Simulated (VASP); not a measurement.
Set up this calculation in VASP 6.6.1, as the native input.

- Task: relaxation of cell and atoms
- Functional: PBE
- Potentials or basis: VASP PAW PBE potentials, release 64 (Ca_sv)
- Cutoff: 600 eV
- k mesh: 16 × 16 × 16
- Occupations: gaussian, width 0.1 eV
- Spin: no spin polarisation
- Target pressure: 50 GPa
- Dipole correction: no
- Further INCAR settings: ALGO = Normal; EDIFF = 1e-07; IBRION = 2; EDIFFG = -0.008; NSW = 70; ISIF = 3

The structure of Ca lies in POSCAR:

```
Ca
1.0
   -1.7495665177      1.7495665177      1.7454481095
    1.7495665177     -1.7495665177      1.7454481095
    1.7495665177      1.7495665177     -1.7454481095
Ca
1
Direct
    0.5000000000      0.5000000000      0.0000000000
```

One way to write it, as run:

INCAR

```
PREC = Accurate
ENCUT = 600
EDIFF = 1E-7
ISMEAR = 0
SIGMA = 0.1
LREAL = F
LASPH = T
NELM = 80
ALGO = Normal
ISIF = 3
LWAVE = F
LCHARG = F
GGA = PE
IBRION = 2
NSW = 70
EDIFFG = -0.008
PSTRESS = 500.0
```

KPOINTS

```
regular mesh
0
Gamma
  16 16 16
```

Potentials or basis: VASP PAW PBE potentials, release 64 (Ca_sv).

Run with:

```bash
$ cat potpaw_PBE.64/Ca_sv/POTCAR > POTCAR
$ mpirun -np 1 vasp_std > vasp.out
```

Results of the run:

| Property | Result |
| --- | --- |
| Relaxed volume | 18.02 Å³/atom |
| Relaxed cell | a = 2.861 Å, b = 2.861 Å, c = 2.861 Å, α = 109.41°, β = 109.41°, γ = 109.59° |
| Space group after relaxing (to 0.05 Å) | Im-3m (No. 229) |
| Energy change on relaxing (the enthalpy is what falls) | +839.9 meV/atom |
| Ionic steps | 4 |
| Pressure after relaxing | 50.0 GPa |
| Band gap on the k mesh | zero (band 5 reaches 7.62 eV, above the bottom of band 6 at 4.82 eV) |

Caveat: the cell is relaxed towards a set pressure, so the enthalpy falls and the energy may rise; the volume moved by over 15 % at a fixed basis, so the end points are rough.

Wall time 78 s on 1 thread of Intel(R) Xeon(R) 6975P-C (Granite Rapids), with other jobs on the host, peak memory 0.22 GiB.
